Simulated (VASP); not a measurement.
# BaTiO3 (R3m) in VASP: notebook

Runs on BaTiO3. Level: PBE+U. Tasks: single point.

Everything below comes from runs of VASP 6.6.1. Logs are shortened: lines on timing, memory, paths and dates and some standing lists are left out, and cuts for length are marked.

**1. The cell of the first run**

The structure is trigonal, space group R3m (No. 160). Conventional cell: a = 5.635 Å, b = 5.635 Å, c = 6.933 Å, α = 90.00°, β = 90.00°, γ = 120.00°. Within 3.7 Å of Ba (site symmetry 3m) lie 12 O at 2.80 to 2.85 Å and 8 Ti at 3.44 to 3.50 Å. Ti (site symmetry 3m) has 6 O at 1.95 to 2.04 Å within 2.6 Å. Within 2.6 Å of O (site symmetry m) lie 2 Ti at 1.95 to 2.04 Å.

**2. Single point, PBE+U**

Input file INCAR:

```
  PREC = Accurate
  ENCUT = 1340
  EDIFF = 1E-6
  ISMEAR = 0
  SIGMA = 0.02
  LREAL = F
  LASPH = T
  NELM = 200
  ALGO = Normal
  ISIF = 2
  LWAVE = F
  LCHARG = F
  LMAXMIX = 4
  LDAU = T
  LDAUTYPE = 2
  LDAUL = -1 2 -1
  LDAUU = 0 4 0
  LDAUJ = 0 0 0
  LDAUPRINT = 1
  GGA = PE
  NBANDS = 28
  GGA_COMPAT = F
```

Input file KPOINTS:

```
regular mesh
0
Gamma
  6 6 6
```

Input file POSCAR:

```
BaTiO3
1.0
    2.8176170427      1.6267519581      2.3110177116
   -2.8176170427      1.6267519581      2.3110177116
    0.0000000000     -3.2535039162      2.3110177116
Ba Ti O
1 1 3
Direct
   -0.0033113615     -0.0033113615     -0.0033113615
    0.5008985254      0.5008985254      0.5008985254
    0.4919659448      0.9895819467      0.4919659448
    0.4919659448      0.4919659448      0.9895819467
    0.9895819467      0.4919659448      0.4919659448
```

Potentials or basis: VASP PAW PBE potentials, release 64 (Ba_sv, Ti_sv, O_h).

Started as:

```console
> cat potpaw_PBE.64/Ba_sv/POTCAR potpaw_PBE.64/Ti_sv/POTCAR potpaw_PBE.64/O_h/POTCAR > POTCAR
> mpirun -np 1 vasp_std > vasp.out
```

OUTCAR:

```text
PREC = Accurate
   ENCUT = 1340
   EDIFF = 1E-6
   ISMEAR = 0
   LREAL = F
   LASPH = T
   NELM = 200
   ISIF = 2
   GGA = PE

 ion  position               nearest neighbor table
   1  0.997  0.997  0.997-   3 2.80   5 2.80   4 2.80   4 2.82   4 2.82   3 2.82   5 2.82   3 2.82
                             5 2.82   5 2.85   3 2.85   4 2.85   2 3.44   2 3.44   2 3.44   2 3.44
   2  0.501  0.501  0.501-   3 1.95   5 1.95   4 1.95   3 2.04   5 2.04   4 2.04   1 3.44   1 3.44
                             1 3.44   1 3.44   1 3.46   1 3.46   1 3.46   1 3.50
   3  0.492  0.990  0.492-   2 1.95   2 2.04   1 2.80   1 2.82   1 2.82   1 2.85
   4  0.492  0.492  0.990-   2 1.95   2 2.04   1 2.80   1 2.82   1 2.82   1 2.85
   5  0.990  0.492  0.492-   2 1.95   2 2.04   1 2.80   1 2.82   1 2.82   1 2.85

  LATTYP: Found a trigonal (rhomboedric) cell.
 ALAT       =     3.9907506306
 COS(alpha) =     0.0030239058

  Lattice vectors:

 A1 = (   2.8176170427,   1.6267519581,   2.3110177116)
 A2 = (  -2.8176170427,   1.6267519581,   2.3110177116)
 A3 = (   0.0000000000,  -3.2535039162,   2.3110177116)

Analysis of symmetry for initial positions (statically):
=====================================================================
 Subroutine PRICEL returns:
 Original cell was already a primitive cell.

 Routine SETGRP: Setting up the symmetry group for a
 trigonal (rhombohedral) supercell.

 Subroutine GETGRP returns: Found  6 space group operations
 (whereof  6 operations were pure point group operations)
 out of a pool of 12 trial point group operations.

The static configuration has the point symmetry C_3v.

Analysis of symmetry for dynamics (positions and initial velocities):
=====================================================================
 Subroutine PRICEL returns:
 Original cell was already a primitive cell.

 Routine SETGRP: Setting up the symmetry group for a
 trigonal (rhombohedral) supercell.

 Subroutine GETGRP returns: Found  6 space group operations
 (whereof  6 operations were pure point group operations)
 out of a pool of 12 trial point group operations.

[... 151 lines left out ...]

spin component  1

  0.1513 -0.0000  0.0000  0.0640 -0.0000
 -0.0000  0.1947  0.0000 -0.0000  0.0640
  0.0000  0.0000  0.1051 -0.0000  0.0000
  0.0640 -0.0000 -0.0000  0.1947  0.0000
 -0.0000  0.0640  0.0000  0.0000  0.1513

spin component  2

  0.1513 -0.0000  0.0000  0.0640 -0.0000
 -0.0000  0.1947  0.0000 -0.0000  0.0640
  0.0000  0.0000  0.1051 -0.0000  0.0000
  0.0640 -0.0000 -0.0000  0.1947  0.0000
 -0.0000  0.0640  0.0000  0.0000  0.1513

 occupancies and eigenvectors

  o =  0.1051  v =  0.0000 -0.0000 -1.0000  0.0000  0.0000  0.0000  0.0000  0.0000  0.0000  0.0000      0.0000  0.0000  0.0000  0.0000  0.0000  0.0000  0.0000  0.0000  0.0000  0.0000
  o =  0.1051  v =  0.0000  0.0000  0.0000  0.0000  0.0000  0.0000 -0.0000 -1.0000  0.0000  0.0000      0.0000  0.0000  0.0000  0.0000  0.0000  0.0000  0.0000  0.0000  0.0000  0.0000
  o =  0.1054  v =  0.0000  0.0000  0.0000  0.0000  0.0000 -0.8128  0.0000  0.0000  0.5826 -0.0000      0.0000  0.0000  0.0000  0.0000  0.0000  0.0000  0.0000  0.0000  0.0000  0.0000
  o =  0.1054  v = -0.8128  0.0000  0.0000  0.5826 -0.0000  0.0000  0.0000  0.0000  0.0000  0.0000      0.0000  0.0000  0.0000  0.0000  0.0000  0.0000  0.0000  0.0000  0.0000  0.0000
  o =  0.1054  v =  0.0000 -0.5826  0.0000  0.0000  0.8128  0.0000  0.0000  0.0000  0.0000  0.0000      0.0000  0.0000  0.0000  0.0000  0.0000  0.0000  0.0000  0.0000  0.0000  0.0000
  o =  0.1054  v =  0.0000  0.0000  0.0000  0.0000  0.0000  0.0000 -0.5826  0.0000  0.0000  0.8128      0.0000  0.0000  0.0000  0.0000  0.0000  0.0000  0.0000  0.0000  0.0000  0.0000
  o =  0.2406  v =  0.5826  0.0000  0.0000  0.8128 -0.0000  0.0000  0.0000  0.0000  0.0000  0.0000      0.0000  0.0000  0.0000  0.0000  0.0000  0.0000  0.0000  0.0000  0.0000  0.0000
  o =  0.2406  v =  0.0000  0.0000  0.0000  0.0000  0.0000  0.5826  0.0000  0.0000  0.8128 -0.0000      0.0000  0.0000  0.0000  0.0000  0.0000  0.0000  0.0000  0.0000  0.0000  0.0000
  o =  0.2406  v =  0.0000  0.8128  0.0000 -0.0000  0.5826  0.0000  0.0000  0.0000  0.0000  0.0000      0.0000  0.0000  0.0000  0.0000  0.0000  0.0000  0.0000  0.0000  0.0000  0.0000
  o =  0.2406  v =  0.0000  0.0000  0.0000  0.0000  0.0000  0.0000  0.8128  0.0000 -0.0000  0.5826      0.0000  0.0000  0.0000  0.0000  0.0000  0.0000  0.0000  0.0000  0.0000  0.0000

 number of electron      40.0000001 magnetization

 Free energy of the ion-electron system (eV)
  ---------------------------------------------------
  ext. energy  EPLUGINS =         0.00000000
  ---------------------------------------------------
  free energy    TOTEN  =       -37.28128463 eV

  energy without entropy =      -37.28128463  energy(sigma->0) =      -37.28128463

 E-fermi :   4.6377     XC(G=0): -11.3153

 val. band max:        4.3902149030   @ k =   0.5000   0.5000   0.5000
 cond. band min:       6.7065463457   @ k =   0.0000   0.0000   0.0000
 fundamental gap:      2.3163314426
 Fermi energy:         4.6376746564

 k-point     1 :       0.0000    0.0000    0.0000
  band No.  band energies     occupation
      1     -53.2478      2.00000
      2     -29.4193      2.00000
      3     -29.4193      2.00000
      4     -29.4170      2.00000
      5     -20.3993      2.00000
      6     -12.5705      2.00000
[... 733 lines left out ...]
     27      12.6102      0.00000
     28      13.0464      0.00000

 [... further k-points ...]
[... 5 lines left out ...]
  --------------------------------------------------------------------------------------
  -------------------------------------------------------------------------------------
  Total        3.7513554      3.7513554      3.3099794     -0.0000000      0.0000000     -0.0000000
  in kB       94.5672937     94.5672937     83.4407202     -0.0000000      0.0000000     -0.0000000
  external PRESSURE =      90.8584358 kB  Pullay stress =       0.0000000 kB

 VOLUME and BASIS-vectors are now :
 -----------------------------------------------------------------------------
  energy-cutoff  :     1340.00
  volume of cell :       63.56
      direct lattice vectors                 reciprocal lattice vectors
     2.817617043  1.626751958  2.311017712     0.177454918  0.102453644  0.144236598
    -2.817617043  1.626751958  2.311017712    -0.177454918  0.102453644  0.144236598
     0.000000000 -3.253503916  2.311017712     0.000000000 -0.204907289  0.144236598

 POSITION                                       TOTAL-FORCE (eV/Angst)
 -----------------------------------------------------------------------------------
      0.00000      0.00000      6.91010        -0.000000     -0.000000     -0.021054
      0.00000      0.00000      3.47276        -0.000000     -0.000000     -0.245995
     -1.40209      0.80950      4.56083        -0.105293      0.060791      0.089016
      0.00000     -1.61900      4.56083        -0.000000     -0.121581      0.089016
      1.40209      0.80950      4.56083         0.105293      0.060791      0.089016
 -----------------------------------------------------------------------------------
    total drift:                                0.000000      0.000000     -0.000020

  FREE ENERGIE OF THE ION-ELECTRON SYSTEM (eV)
  ---------------------------------------------------
  free  energy   TOTEN  =       -37.2812846289 eV

  energy  without entropy=      -37.2812846289  energy(sigma->0) =      -37.28128463
```

OSZICAR:

```text
N       E                     dE             d eps       ncg     rms          rms(c)
DAV:   1     0.688992131174E+03    0.68899E+03   -0.35814E+04  1792   0.313E+03
DAV:   2     0.811603941054E+02   -0.60783E+03   -0.58238E+03  1880   0.658E+02
DAV:   3    -0.404042576544E+02   -0.12156E+03   -0.11422E+03  2708   0.216E+02
DAV:   4    -0.488297693133E+02   -0.84255E+01   -0.83883E+01  2408   0.544E+01
DAV:   5    -0.491546502702E+02   -0.32488E+00   -0.32460E+00  2772   0.104E+01    0.238E+01
DAV:   6    -0.370519030811E+02    0.12103E+02   -0.55186E+01  2716   0.677E+01    0.897E+00
DAV:   7    -0.373156574221E+02   -0.26375E+00   -0.71773E+00  2452   0.157E+01    0.575E+00
DAV:   8    -0.373239349878E+02   -0.82776E-02   -0.15370E+00  2296   0.109E+01    0.228E+00
DAV:   9    -0.372887241823E+02    0.35211E-01   -0.22673E-01  2232   0.451E+00    0.106E+00
DAV:  10    -0.372972036240E+02   -0.84794E-02   -0.15333E-01  2296   0.244E+00    0.107E+00
DAV:  11    -0.372816412525E+02    0.15562E-01   -0.76422E-02  2480   0.242E+00    0.252E-01
DAV:  12    -0.372812356251E+02    0.40563E-03   -0.53612E-03  2212   0.681E-01    0.792E-02
DAV:  13    -0.372812833082E+02   -0.47683E-04   -0.94192E-04  2324   0.199E-01    0.437E-02
DAV:  14    -0.372812837739E+02   -0.46576E-06   -0.95123E-05  2308   0.786E-02    0.134E-02
DAV:  15    -0.372812869909E+02   -0.32170E-05   -0.10168E-05  2524   0.294E-02    0.139E-02
DAV:  16    -0.372812847627E+02    0.22282E-05   -0.25165E-05  2612   0.336E-02    0.566E-03
DAV:  17    -0.372812846289E+02    0.13382E-06   -0.18206E-06  1512   0.124E-02
   1 F= -.37281285E+02 E0= -.37281285E+02  d E =-.343734E-70
```

stdout:

```text
POSCAR found type information on POSCAR BaTiO
 POSCAR found :  3 types and       5 ions
 scaLAPACK will be used
 LDA part: xc-table for (Slater+PW92), standard interpolation
 POSCAR, INCAR and KPOINTS ok, starting setup
 FFT: planning ... GRIDC
 FFT: planning ... GRID_SOFT
 FFT: planning ... GRID
 WAVECAR not read
 entering main loop
```

It took 2.2 min on 1 thread of Intel Xeon Platinum 8488C (Sapphire Rapids), shared host; peak memory 0.48 GiB.

What came out:

- Free energy: -37.2813 eV
- Pressure: 9.1 GPa
- Largest force: 0.246 eV/Å
- Band gap on the k mesh: 2.32 eV (least direct gap 2.52 eV)

Forces in eV/Å, atoms in the order of the input:
```
Ba   0.000  0.000 -0.021
Ti   0.000  0.000 -0.246
O   -0.105  0.061  0.089
O    0.000 -0.122  0.089
O    0.105  0.061  0.089
```

Stress tensor (GPa, compression positive):
```
9.46 0.00 0.00
0.00 9.46 0.00
0.00 0.00 8.34
```

Levels at points of the mesh, in eV from the valence-band top:
| k point | band 18 | band 19 | band 20 | band 21 | band 22 | band 23 |
| --- | --- | --- | --- | --- | --- | --- |
| (0.00, 0.00, 0.00) | -0.24 | -0.20 | -0.20 | 2.32 | 2.32 | 2.35 |
| (0.50, 0.00, 0.00) | -1.73 | -0.82 | -0.79 | 2.51 | 4.01 | 4.02 |
| (0.50, 0.50, 0.00) | -0.89 | -0.87 | -0.09 | 4.03 | 4.04 | 4.45 |
| (0.50, 0.50, 0.50) | 0.00 | 0.00 | 0.00 | 4.69 | 4.70 | 4.70 |

Eigenvalues of the final occupation matrices:
| site | spin | trace | eigenvalues |
| --- | --- | --- | --- |
| site 2 d | 1 | 0.80 | 0.11 0.11 0.11 0.24 0.24 |
| site 2 d | 2 | 0.80 | 0.11 0.11 0.11 0.24 0.24 |

Caveat: the cell stands under pressure; spin-orbit coupling is left out, which moves the levels of the heavy elements.

[end of part 1 of 2]
